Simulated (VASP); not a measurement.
Runs of VASP 6.6.1 on BeTe. The structure is that of space group F-43m (No. 216), or close to it. The cells are those of the table. 

| level | cell | k mesh | grid for exact exchange (PRECFOCK) | share of exact exchange | screening parameter | gap on the mesh (eV) | pressure (GPa) |
| --- | --- | --- | --- | --- | --- | --- | --- |
| PBE | a = 4.081, b = 4.081, c = 4.000 Å, angles 60.7, 60.7, 58.7°, 2 atoms | 4 × 4 × 4 | - | - | - | (c) | -1.4 |
| HSE06 | a = 4.020, b = 4.020, c = 4.000 Å, angles 60.2, 60.2, 59.7°, 2 atoms | 6 × 6 × 6 | Normal | 0.25 | 0.2079 1/Å | (b) | -1.5 |
| PBE | a = 4.020, b = 4.020, c = 4.000 Å, angles 60.2, 60.2, 59.7°, 2 atoms | 4 × 4 × 4 | - | - | - | (a) | 0.2 |
| PBE | a = 4.061, b = 4.061, c = 4.000 Å, angles 60.5, 60.5, 59.0°, 2 atoms | 4 × 4 × 4 | - | - | - | 1.95 | -0.9 |
| HSE06 | a = 3.980, b = 3.980, c = 4.000 Å, angles 59.8, 59.8, 60.3°, 2 atoms | 6 × 6 × 6 | Normal | 0.25 | 0.2079 1/Å | 2.56 | -0.4 |

Alike in all rows: task single point; potentials or basis VASP PAW PBE potentials, release 64 (Be, Te); no spin polarisation; cutoff (eV) 520; smearing gaussian 0.01 eV.

**Question.** Estimate the missing entries.

**Answer.** (a) 1.98; (b) 2.66; (c) 1.94.

Caveats: some runs use coarse meshes; spin-orbit coupling is left out, which moves the levels of the heavy elements; the PAW data sets were made with another functional, which shifts forces and pressure a little (at least some runs).

A k mesh can miss the band edges, and the runs leave out spin-orbit coupling on Te.
